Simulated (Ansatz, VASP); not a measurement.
**PbF2: VASP beside Ansatz**

The input POSCAR:

```
PbF2
1.0
    2.9605993906      2.9605993906      0.0000000000
   -2.9605993906      2.9605993906      0.0000000000
    0.0000000000      2.9605993906      2.9605993906
Pb F
1 2
Direct
    0.0000000000      0.0000000000      0.0000000000
    0.2500000000      0.7500000000      0.5000000000
    0.7500000000      0.2500000000      0.5000000000
```

File INCAR.step1:

```
  ALGO = Normal
  EDIFF = 1E-4
  ENCUT = 520
  GGA = PE
  ISMEAR = 0
  LASPH = T
  LCHARG = F
  LREAL = F
  LWAVE = T
  NBANDS = 21
  NELM = 100
  PREC = Accurate
  SIGMA = 0.01
```

Contents of INCAR.step2:

```
  ALGO = Normal
  EDIFF = 1E-6
  ENCUT = 520
  ISIF = 2
  ISMEAR = 0
  ISTART = 1
  LASPH = T
  LCHARG = F
  LMIXTAU = T
  LREAL = F
  LWAVE = F
  METAGGA = R2SCAN
  NBANDS = 21
  NELM = 100
  PREC = Accurate
  SIGMA = 0.01
```

Contents of KPOINTS:

```
k-points
0
Gamma
  8 8 8
```

Input for Ansatz:

```yaml
crystal:
  lattice:
    - [2.96059939064, 2.96059939064, 0.0]
    - [-2.96059939064, 2.96059939064, 0.0]
    - [0.0, 2.96059939064, 2.96059939064]
  atoms:
    - { symbol: Pb, position: [0.0, 0.0, 0.0] }
    - { symbol: F, position: [0.25, 0.75, 0.5] }
    - { symbol: F, position: [0.75, 0.25, 0.5] }
kpoints:
  mp_grid: { grid: [8, 8, 8] }
scf:
  occupations: { method: fixed }
  convergence: { dr2_threshold: 1.0e-10 }
hamiltonian:
  xc: r2scan
  pseudopotentials: { kind: paw }
output:
  forces: true
  stress: true
  eigenstates:
    kpoints:
      - [0.0, 0.0, 0.0]
      - [-0.5, 0.5, 0.0]
      - [-0.5, -0.5, -0.5]
      - [0.0, 0.0, -0.5]
      - [0.5, 0.0, 0.0]
      - [0.0, 0.5, 0.5]
      - [0.0, -0.5, 0.0]
      - [0.5, 0.0, 0.5]
      - [-0.75, 0.25, -0.25]
      - [-0.75, -0.25, -0.5]
      - [-0.5, -0.5, -0.75]
  eigenvalues: true
```

Change from the starting cell: unstrained.

Alike in both runs: task single point; functional r2SCAN; k mesh 8 × 8 × 8; no spin polarisation.

|  | VASP | Ansatz |
| --- | --- | --- |
| version | VASP 6.6.1 | Ansatz 0.2.0 |
| potentials or method | VASP PAW PBE potentials, release 64 (Pb_d, F) | PAW with Ansatz's default frozen-core files, scalar-relativistic |
| plane-wave cutoff (eV) | 520 | 500 |
| occupations | gaussian, width 0.01 eV | fixed |
| valence electrons in the cell | 28 | 28 |

Ansatz gave:

- gap on the k mesh at the Fermi level (eV): 4.93
- pressure (GPa): 0.0

Q: What did VASP give for the same quantities?

A: gap on the k mesh at the Fermi level (eV): 4.93; pressure (GPa): -0.1.

VASP's potentials were made for PBE, not for r2SCAN.

Spin-orbit coupling is off throughout.
